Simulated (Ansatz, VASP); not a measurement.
## Two plane-wave programs on BaTiO3

Contents of INCAR:

```
SYSTEM = BaTiO3
PREC = Accurate
ENCUT = 520
EDIFF = 1E-7
ISMEAR = 0
SIGMA = 0.05
LREAL = .False.
LASPH = .True.
NELM = 150
ALGO = Normal
ISIF = 2
LWAVE = .False.
LCHARG = .False.
LMAXMIX = 4
LDAU = .True.
LDAUTYPE = 2
LDAUL = -1 2 -1
LDAUU = 0 4 0
LDAUJ = 0 0 0
LDAUPRINT = 1
GGA = PE
NBANDS = 28
```

The input KPOINTS:

```
regular mesh
0
Gamma
  8 8 8
  0 0 0
```

File POSCAR:

```
BaTiO3
1.0
    4.0622910132      0.0000000000      0.0000000000
    0.0000000000      4.0622910132      0.0000000000
    0.0000000000      0.0000000000      4.0622910132
Ba Ti O
1 1 3
Direct
    0.5000000000      0.5000000000      0.5000000000
    0.0000000000      0.0000000000      0.0000000000
    0.5000000000      0.0000000000      0.0000000000
    0.0000000000      0.5000000000      0.0000000000
    0.0000000000      0.0000000000      0.5000000000
```

Input for Ansatz:

```yaml
crystal:
  lattice:
    - [4.0622910132, 0.0, 0.0]
    - [0.0, 4.0622910132, 0.0]
    - [0.0, 0.0, 4.0622910132]
  atoms:
    - { symbol: Ba, position: [0.5, 0.5, 0.5] }
    - { symbol: Ti, position: [0.0, 0.0, 0.0] }
    - { symbol: O, position: [0.5, 0.0, 0.0] }
    - { symbol: O, position: [0.0, 0.5, 0.0] }
    - { symbol: O, position: [0.0, 0.0, 0.5] }
basis:
  ecutwfc: 520.0
kpoints:
  mp_grid: { grid: [8, 8, 8] }
hamiltonian:
  xc: pbe
  pseudopotentials: { kind: paw, azcp: { folder: soft_1 } }
  hubbard: { sites: [{ species: Ti, l: d, u_eff: 4.0 }] }
scf:
  occupations: { method: gaussian, width: 0.05 }
output:
  forces: true
  stress: true
  eigenvalues: true
  write_density: true
  write_potential: true
  elf: true
  volumetric_format: npy
```

Change from the starting cell: mode 1 frozen in at +0.000 Å, equal normal strain along x, y and z +0.0083.

Alike in both runs: task single point; functional PBE; k mesh 8 × 8 × 8; occupations gaussian, width 0.05 eV; no spin polarisation; Hubbard terms Ti d U = 4.0 eV.

|  | VASP | Ansatz |
| --- | --- | --- |
| version | VASP 6.6.1 | Ansatz 0.2.0 |
| potentials or method | VASP PAW PBE potentials, release 64 (Ba_sv, Ti_sv, O), cutoff 520 eV | scalar-relativistic, plane waves, PAW |
| valence electrons in the cell | 40 | 40 |

VASP gave:

* gap on the k mesh at the Fermi level (eV): 2.11
* least direct gap on the mesh (eV): 2.34
* pressure (GPa): -0.6

Problem. Which values does Ansatz return?

Solution. gap on the k mesh at the Fermi level (eV): 2.15; least direct gap on the mesh (eV): 2.34; pressure (GPa): -3.8.

The programs project onto different local orbitals, so the same U acts differently, and such runs can settle in different states.

Neither program's run includes spin-orbit coupling.
